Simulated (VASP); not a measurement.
TiB2: single point with LDA

TiB2:

```
Ti B
1.0
     3.02920    0.00000    0.00000
    -1.51460    2.62336    0.00000
     0.00000    0.00000    3.22840
Ti B
1 2
Direct
  0.00000 0.00000 0.00000
  0.33333 0.66667 0.50000
  0.66667 0.33333 0.50000
```

* Program: VASP 6.6.1
* Task: single point
* Functional: LDA
* Potentials or basis: VASP PAW LDA potentials, release 64 (Ti_sv, B)
* Cutoff: 500 eV
* k mesh: 11 × 11 × 9
* Occupations: gaussian, width 0.05 eV
* Spin: no spin polarisation

The pressure is -10.8 GPa and the band gap on the k mesh is zero (band 9 reaches 10.10 eV, above the bottom of band 10 at 9.65 eV).

Stress tensor (GPa, compression positive):
```
-10.22   0.00   0.00
  0.00 -10.22   0.00
  0.00   0.00 -11.85
```

Levels at points of the mesh, in eV from the Fermi level:
```tsv
k point	band 5	band 6	band 7	band 8	band 9	band 10	band 11	band 12	band 13	band 14
(0.00, 0.00, 0.00)	-13.26	-2.56	-2.56	-2.23	-2.09	1.90	1.90	3.66	3.66	5.83
```

Wall time 17 s on 1 thread of Intel(R) Xeon(R) Platinum 8375C CPU @ 2.90GHz (Ice Lake), with other jobs on the host, peak memory 0.15 GiB.
